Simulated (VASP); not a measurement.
Input of a VASP 6.6.1 run:

The input INCAR:

```
SYSTEM = LuHg
PREC = Accurate
ENCUT = 520
EDIFF = 1E-7
ISMEAR = -1
SIGMA = 0.05
LREAL = .False.
LASPH = .True.
NELM = 60
ALGO = Normal
ISIF = 2
LWAVE = .False.
LCHARG = .False.
GGA = CA
NBANDS = 26
```

File KPOINTS:

```
regular mesh
0
Gamma
  10 10 10
  0 0 0
```

POSCAR

```
LuHg
1.0
    3.5333670941      0.0000000000      0.0000000000
    0.0000000000      3.5333670941      0.0000000000
    0.0000000000      0.0000000000      3.5333670941
Lu Hg
1 1
Direct
    0.5000000000      0.5000000000      0.5000000000
    0.0000000000      0.0000000000      0.0000000000
```

Potentials or basis: VASP PAW PBE potentials, release 64 (Lu, Hg).

Launch:

```console
$ cat potpaw_PBE.64/Lu/POTCAR potpaw_PBE.64/Hg/POTCAR > POTCAR
$ mpirun -np 1 vasp_std > vasp.out
```

Q: What does it give for the pressure?

A: 1.6 GPa.

Caveat: the PAW data sets were made with another functional, which shifts forces and pressure a little.
